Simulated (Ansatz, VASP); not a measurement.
This is a calculation of WC for VASP 6.6.1.

INCAR

```
PREC     = Accurate       # precision mode
ENCUT    = 520            # plane-wave cutoff, eV
EDIFF    = 1E-8           # SCF threshold, eV
ISMEAR   = -1             # smearing method
SIGMA    = 0.05           # smearing width, eV
LREAL    = F              # projectors in reciprocal space
LASPH    = T              # aspherical terms in the spheres
NELM     = 60             # most SCF steps
ALGO     = Normal         # electronic algorithm
ISIF     = 2              # what is computed and relaxed
LWAVE    = F              # write WAVECAR
LCHARG   = F              # write CHGCAR
GGA      = PE             # functional
LEFG     = T            
NBANDS   = 16             # bands
```

File KPOINTS:

```
Automatic mesh
0
Gamma
  10 10 6
```

File POSCAR:

```
WC
1.0
    1.6403461100     -2.1180379000      0.0000000000
    1.6403461100      2.1180379000      0.0000000000
    0.0000000000      0.0000000000      4.3094211000
W C
1 1
Direct
    0.5000000000      0.5000000000      0.5000000000
    0.0000000000      0.0000000000      0.0000000000
```

Potentials or basis: VASP PAW PBE potentials, release 64 (W_sv, C).

Run with:

```sh
$ cat potpaw_PBE.64/W_sv/POTCAR potpaw_PBE.64/C/POTCAR > POTCAR
$ mpirun -np 1 vasp_std > vasp.out
```

Problem. Set up the same calculation for Ansatz 0.2.0. Potentials there: all-electron PAW datasets made for the crystal.

Solution. As run (the cutoff follows the program's own potentials):

Contents of input.yaml:

```yaml
crystal:
  lattice:
    - [1.64034611, -2.1180379, 0.0]
    - [1.64034611, 2.1180379, 0.0]
    - [0.0, 0.0, 4.3094211]
  atoms:
    - { symbol: W, position: [0.5, 0.5, 0.5] }
    - { symbol: C, position: [0.0, 0.0, 0.0] }
kpoints:
  mp_grid: { grid: [10, 10, 6] }
scf:
  occupations: { method: fermi_dirac, width: 0.05 }
hamiltonian:
  xc: pbe
  pseudopotentials: { kind: all_electron, datasets: crystal }
output:
  forces: true
  stress: true
  eigenvalues: true
  efg: {}
```

Potentials or basis: all-electron PAW datasets made for the crystal.

Launch:

```console
$ ansatz run input.yaml --threads 1 --pin off --max-ram 3072MiB --backend cpu --events-out ev --progress --plain --runs-dir out
```

Both were run:

|  | VASP | Ansatz | Ansatz less VASP |
| --- | --- | --- | --- |
| gap on the k mesh at the Fermi level (eV) | none | none | - |
| size of Vzz on the site where it differs most (V/Å²) | 253.1 | 331.4 | +78.36 |

A gap of «none» marks a metal or a gap that the smearing closes. Ansatz ran all-electron here, and VASP with PAW potentials.

Spin-orbit coupling is off throughout.
